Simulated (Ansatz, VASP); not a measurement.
N: VASP beside Ansatz

The input INCAR:

```
SYSTEM = N
PREC = Accurate
ENCUT = 600
EDIFF = 1E-7
ISMEAR = 0
SIGMA = 0.02
LREAL = .False.
LASPH = .True.
NELM = 150
ALGO = Normal
ISIF = 3
LWAVE = .False.
LCHARG = .False.
ISPIN = 2
MAGMOM = 3.24 3.24 3.24 3.24
LORBIT = 11
GGA = PS
IBRION = 2
NSW = 100
EDIFFG = -0.005
```

The input KPOINTS:

```
regular mesh
0
Gamma
  4 4 4
  0 0 0
```

Contents of POSCAR:

```
N
1.0
    5.8493571874      0.0000000000      0.0000000000
    0.0000000000      5.8493571874      0.0000000000
    0.0000000000      0.0000000000      5.8493571874
N
4
Direct
    0.0000638858      0.0000638858      0.0000638858
    0.4999361142      0.9999361142      0.5000638858
    0.5000638858      0.4999361142      0.9999361142
    0.9999361142      0.5000638858      0.4999361142
```

Input for Ansatz:

```yaml
crystal:
  lattice:
    - [5.8493571874, 0.0, 0.0]
    - [0.0, 5.8493571874, 0.0]
    - [0.0, 0.0, 5.8493571874]
  atoms:
    - { symbol: "N", position: [6.38858e-05, 6.38858e-05, 6.38858e-05], spin: 3.24 }
    - { symbol: "N", position: [0.4999361142, 0.9999361142, 0.5000638858], spin: 3.24 }
    - { symbol: "N", position: [0.5000638858, 0.4999361142, 0.9999361142], spin: 3.24 }
    - { symbol: "N", position: [0.9999361142, 0.5000638858, 0.4999361142], spin: 3.24 }
basis:
  ecutwfc: 420
kpoints:
  mp_grid: { grid: [4, 4, 4] }
hamiltonian:
  xc: pbesol
scf:
  occupations: { method: gaussian, width: 0.02 }
output:
  forces: true
  stress: true
  eigenvalues: true
  populations: true
  write_density: true
  write_potential: true
  elf: true
  volumetric_format: npy
magnetization:
  spin_polarized: true
relax:
  adjacent_minimum: "off"
  f_tol: 0.005
  max_steps: 80
  cell: { stress_tol: 0.05 }
```

Alike in both runs: task relaxation of cell and atoms; functional PBEsol; k mesh 4 × 4 × 4; occupations gaussian, width 0.02 eV; collinear spin.

```csv
,VASP,Ansatz
version,VASP 6.6.1,Ansatz 0.2.0
potentials or method,"VASP PAW PBE potentials, release 64 (N), cutoff 600 eV","scalar-relativistic, plane waves, PAW"
valence electrons in the cell,20,20
```

```csv
,VASP,Ansatz,Ansatz less VASP
"gap on the k mesh at the Fermi level, each at its own relaxed structure (eV)",3.34,3.34,-0.002
net moment per atom (μB),3.00,3.00,0.000
size of the moment on the site where the two differ most (μB),1.94,2.95,+1.006
relaxed volume (Å³/atom),50.03,50.03,0.000
relaxed length of the cell vector where the two differ most in proportion (Å),5.849,5.849,0.0000
```

VASP's potentials were made for PBE, not for PBEsol. Site moments also hang on the region over which each program counts them. Ansatz's warnings: xc potential rough in thin density.

Noted on VASP's run: the relaxation stopped at its first step, so nothing moved.
